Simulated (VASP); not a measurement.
Write the native input for VASP 6.6.1 that does the following.

* Task: single point
* Functional: r2SCAN
* Potentials or basis: VASP PAW PBE potentials, release 64 (Sn_d, O)
* Cutoff: 520 eV
* k mesh: 5 × 5 × 2
* Occupations: fermi-dirac, width 0.1 eV
* Spin: no spin polarisation
* Dipole correction: no
* Further INCAR settings: ALGO = Normal; EDIFF = 1e-07; NBANDS = 50

Crystal: SnO.

```xyz
8
Lattice="2.4713 2.8271 0.0000 2.4713 -2.8271 0.0000 0.0000 0.0000 -10.9922" Properties=species:S:1:pos:R:3 pbc="T T T"
Sn    0.0000    0.0000    0.0000
Sn    0.0000    0.0000   -5.4961
Sn    2.4713   -0.3336   -8.2002
Sn    2.4713    0.3336   -2.7041
O     3.3609   -1.4136   -6.8151
O     1.5816    1.4136   -1.3191
O     1.5816   -1.4136   -6.8151
O     3.3609    1.4136   -1.3191
```

These files were run (other wordings do the same):

POSCAR

```
SnO
1.0
    2.4712613500      2.8271229900      0.0000000000
    2.4712613500     -2.8271229900      0.0000000000
    0.0000000000      0.0000000000    -10.9921705000
Sn O
4 4
Direct
    0.0000000000      0.0000000000      0.0000000000
    0.0000000000      0.0000000000      0.5000000000
    0.4410000000      0.5590000000      0.7460000000
    0.5590000000      0.4410000000      0.2460000000
    0.4300000000      0.9300000000      0.6200000000
    0.5700000000      0.0700000000      0.1200000000
    0.0700000000      0.5700000000      0.6200000000
    0.9300000000      0.4300000000      0.1200000000
```

INCAR.step1

```
SYSTEM = SnO
PREC = Accurate
ENCUT = 520
ISMEAR = -1
SIGMA = 0.1
LREAL = .False.
LASPH = .True.
NELM = 100
NBANDS = 50
GGA = PE
ALGO = Normal
EDIFF = 1E-4
LWAVE = .True.
LCHARG = .False.
```

INCAR.step2

```
SYSTEM = SnO
PREC = Accurate
ENCUT = 520
EDIFF = 1E-7
ISMEAR = -1
SIGMA = 0.1
LREAL = .False.
LASPH = .True.
NELM = 100
ALGO = Normal
ISIF = 2
LWAVE = .False.
LCHARG = .True.
METAGGA = R2SCAN
LMIXTAU = .True.
LELF = .True.
LVHAR = .True.
NBANDS = 50
ISTART = 1
```

KPOINTS

```
Automatic mesh
0
Gamma
  5 5 2
  0 0 0
```

Potentials or basis: VASP PAW PBE potentials, release 64 (Sn_d, O).

Run with:

```bash
$ cat potpaw_PBE.64/Sn_d/POTCAR potpaw_PBE.64/O/POTCAR > POTCAR
$ cp INCAR.step1 INCAR
$ mpirun -np 1 vasp_std > vasp.out
$ cp INCAR.step2 INCAR
$ mpirun -np 1 vasp_std > vasp.out
```

Results of the run:

The pressure is 11.4 GPa, the largest force is 10.320 eV/Å and the band gap on the k mesh is zero (filled and empty bands touch).

Caveat: the cell stands under pressure; semilocal functionals underestimate gaps, so a narrow gap can read as zero; the PAW data sets were made with another functional, which shifts forces and pressure a little; spin-orbit coupling is left out, which moves the levels of the heavy elements.

Wall time 3.7 min on 1 thread of Intel(R) Xeon(R) 6975P-C (Granite Rapids) (shared host), peak memory 0.32 GiB.
